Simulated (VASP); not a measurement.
Wanted: the native input for a VASP 6.6.1 run.

* Task: single point
* Functional: PBEsol
* Potentials or basis: VASP PAW PBE potentials, release 64 (Ge_d)
* Cutoff: 520 eV
* k mesh: 11 × 11 × 10
* Occupations: gaussian, width 0.05 eV
* Spin: no spin polarisation
* Dipole correction: no
* Further INCAR settings: ALGO = Normal; EDIFF = 1e-06; NBANDS = 13

The structure of Ge lies in POSCAR:

```
Ge
1.0
    1.3971490000     -2.6005160000      0.0000000000
    1.3971490000      2.6005160000      0.0000000000
    0.0000000000      0.0000000000      2.6982310000
Ge
1
Direct
    0.5000000000      0.5000000000      0.0000000000
```

One way to write it, as run:

INCAR

```
SYSTEM = Ge
PREC = Accurate ; ENCUT = 520
EDIFF = 1E-6 ; ISMEAR = 0
SIGMA = 0.05 ; LREAL = .FALSE.
LASPH = .TRUE. ; NELM = 80
ALGO = Normal ; ISIF = 2
LWAVE = .FALSE. ; LCHARG = .FALSE.
GGA = PS ; NBANDS = 13
```

KPOINTS

```
Automatic mesh
0
G
  11 11 10
  0 0 0
```

Potentials or basis: VASP PAW PBE potentials, release 64 (Ge_d).

The run is started by

```bash
$ cat potpaw_PBE.64/Ge_d/POTCAR > POTCAR
$ mpirun -np 1 vasp_std > vasp.out
```

It gave:

```json
{
  "Pressure": "-4.2 GPa",
  "Band gap on the k mesh": "zero (band 7 reaches 12.73 eV, above the bottom of band 8 at 3.66 eV)"
}
```

Caveat: the PAW data sets were made with another functional, which shifts forces and pressure a little.

Wall time 16 s on 1 thread of Intel(R) Xeon(R) Platinum 8488C (Sapphire Rapids), on a shared host, peak memory 0.17 GiB.
